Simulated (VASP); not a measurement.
Set up this calculation in VASP 6.6.1, as the native input.

- Task: single point
- Functional: PBEsol
- Potentials or basis: VASP PAW PBE potentials, release 64 (Ag, Cl)
- Cutoff: 520 eV
- k mesh: 12 × 12 × 12
- Occupations: gaussian, width 0.05 eV
- Spin: no spin polarisation
- Dipole correction: no
- Further INCAR settings: ALGO = Normal; EDIFF = 1e-06; NBANDS = 16

The structure of AgCl lies in POSCAR:

```
AgCl
1.0
    3.3615732030      0.0604112635      0.0604112635
    0.0604112635      3.3615732030      0.0604112635
    0.0604112635      0.0604112635      3.3615732030
Ag Cl
1 1
Direct
    0.0000000000      0.0000000000      0.0000000000
    0.5000000000      0.5000000000      0.5000000000
```

These files were run (other wordings do the same):

INCAR

```
PREC = Accurate ; ENCUT = 520
EDIFF = 1E-6 ; ISMEAR = 0
SIGMA = 0.05 ; LREAL = F
LASPH = T ; NELM = 80
ALGO = Normal ; ISIF = 2
LWAVE = F ; LCHARG = T
GGA = PS ; LELF = T
LVHAR = T ; NBANDS = 16
```

KPOINTS

```
regular mesh
0
Gamma
  12 12 12
```

Potentials or basis: VASP PAW PBE potentials, release 64 (Ag, Cl).

Command:

```sh
$ cat potpaw_PBE.64/Ag/POTCAR potpaw_PBE.64/Cl/POTCAR > POTCAR
$ mpirun -np 1 vasp_std > vasp.out
```

It gave:

```json
{
 "Pressure": "-1.6 GPa",
 "Band gap on the k mesh": "0.34 eV, indirect (least direct gap 2.04 eV)"
}
```

Caveat: the PAW data sets were made with another functional, which shifts forces and pressure a little.

Wall time 100 s on 1 thread of Intel(R) Xeon(R) Platinum 8488C (Sapphire Rapids), on a shared host, peak memory 0.24 GiB.
